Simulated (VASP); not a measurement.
Runs of VASP 6.6.1 on Al2O3. The structure is that of space group P-6m2 (No. 187), or close to it. The cells are those of the table. 

```csv
cell,gap on the mesh (eV),pressure (GPa),largest force (eV/Å)
"a = 2.841, b = 2.841, c = 9.617 Å, angles 90.0, 90.0, 120.0°, 5 atoms",5.16,0.6,(a)
"a = 2.798, b = 2.798, c = 9.617 Å, angles 90.0, 90.0, 120.0°, 5 atoms",(b),6.2,1.11
"a = 2.798, b = 2.798, c = 9.197 Å, angles 90.0, 90.0, 120.0°, 5 atoms",(c),11.5,0.96
"a = 2.798, b = 2.798, c = 9.477 Å, angles 90.0, 90.0, 120.0°, 5 atoms",5.59,(d),0.96
"a = 2.841, b = 2.841, c = 9.477 Å, angles 90.0, 90.0, 120.0°, 5 atoms",5.18,2.0,0.57
```

Alike in all rows: task single point; level PBE+D3(BJ); potentials or basis VASP PAW PBE potentials, release 64 (Al, O); no spin polarisation; k mesh 12 × 12 × 4; cutoff (eV) 520; smearing gaussian 0.05 eV.

Q: Estimate the missing entries.

A: (a) 0.72; (b) 5.55; (c) 5.60; (d) 7.9.

Caveats: forces of over 1 eV/Å act on the atoms, so gaps and moduli don't describe the material at rest (some runs).

A k mesh can miss the band edges.
